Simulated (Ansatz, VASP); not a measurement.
# C: VASP beside Ansatz

INCAR

```
PREC = Accurate
ENCUT = 520
EDIFF = 1E-6
ISMEAR = 0
SIGMA = 0.04
LREAL = False
LASPH = True
NELM = 120
ALGO = Normal
ISIF = 2
LWAVE = False
LCHARG = True
LDIPOL = True
IDIPOL = 3
DIPOL = 0.5 0.5 0.619
GGA = PS
IVDW = 12
LELF = True
LVHAR = True
LVACPOTAV = True
NBANDS = 11
GGA_COMPAT = False
NELMDL = -8
```

The input KPOINTS:

```
regular mesh
0
Gamma
  15 15 1
```

The input POSCAR:

```
C
1.0
    2.4583702593      0.0000000000      0.0000000000
   -1.2291851296      2.1290110964      0.0000000000
    0.0000000000      0.0000000000     20.8318527272
C
2
Direct
    1.0000000000      0.0000000000      0.6180493091
    0.3333333333      0.6666666667      0.6193928814
```

Input for Ansatz:

```yaml
crystal:
  lattice:
    - [2.4583702593, 0.0, 0.0]
    - [-1.2291851296, 2.1290110964, 0.0]
    - [0.0, 0.0, 20.8318527272]
  atoms:
    - { symbol: C, position: [1.0, 0.0, 0.6180493091] }
    - { symbol: C, position: [0.3333333333, 0.6666666667, 0.6193928814] }
basis:
  ecutwfc: 420
kpoints:
  mp_grid: { grid: [15, 15, 1] }
hamiltonian:
  xc: pbesol
  dispersion: d3bj
  pseudopotentials: { kind: paw, azcp: { folder: soft_1 } }
scf:
  occupations: { method: gaussian, width: 0.04 }
  n_extra_bands: 6
  max_iter: 160
output:
  forces: true
  eigenvalues: true
  write_density: true
  write_potential: true
  elf: true
  volumetric_format: npy
efield:
  axis: 3
  dipole_correction: true
```

Alike in both runs: task single point; functional PBEsol; dispersion D3(BJ); k mesh 15 × 15 × 1; occupations gaussian, width 0.04 eV; no spin polarisation.

|  | VASP | Ansatz |
| --- | --- | --- |
| version | VASP 6.6.1 | Ansatz 0.2.0 |
| potentials or method | VASP PAW PBE potentials, release 64 (C), cutoff 520 eV | scalar-relativistic, plane waves, PAW |
| valence electrons in the cell | 8 | 8 |

|  | VASP | Ansatz | Ansatz less VASP |
| --- | --- | --- | --- |
| gap on the k mesh at the Fermi level (eV) | none | none | - |
| rms of the force components (eV/Å) | 0.273 | 0.275 | +0.0016 |

VASP's potentials were made for PBE, not for PBEsol, and Ansatz warns of the same on its side. Atom by atom the forces differ by 0.002 eV/Å (rms over components). A gap of «none» marks a metal or a gap that the smearing closes. Ansatz's warnings: xc potential rough in thin density.
